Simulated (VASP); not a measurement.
BeS:

```
CELL_PARAMETERS angstrom
0.00000 2.43431 2.43431
2.43431 0.00000 2.43431
2.43431 2.43431 0.00000
ATOMIC_POSITIONS crystal
Be 0.00000 0.00000 0.00000
S 0.25000 0.25000 0.25000
```

Base run:

```yaml
Program: VASP 6.6.1
Functional: r2SCAN
Potentials_or_basis: VASP PAW PBE potentials, release 64 (Be, S)
Cutoff: 520 eV
k_mesh: 8 × 8 × 8
Occupations: gaussian, width 0.01 eV
Spin: no spin polarisation
```

Its results: band gap on the k mesh 3.60 eV, indirect (least direct gap 6.26 eV); pressure 0.3 GPa.

Task: The run is repeated on the same cell with these changes: functional from r2SCAN to PBE. What comes out?

Result: Band gap on the k mesh 3.14 eV, indirect (least direct gap 5.67 eV); pressure 0.4 GPa.

r2SCAN gives the wider gap, since meta-GGAs in the generalised Kohn-Sham scheme recover part of the derivative discontinuity.

Caveats: the PAW data sets were made with another functional, which shifts forces and pressure a little (some runs).

A k mesh can miss the band edges.
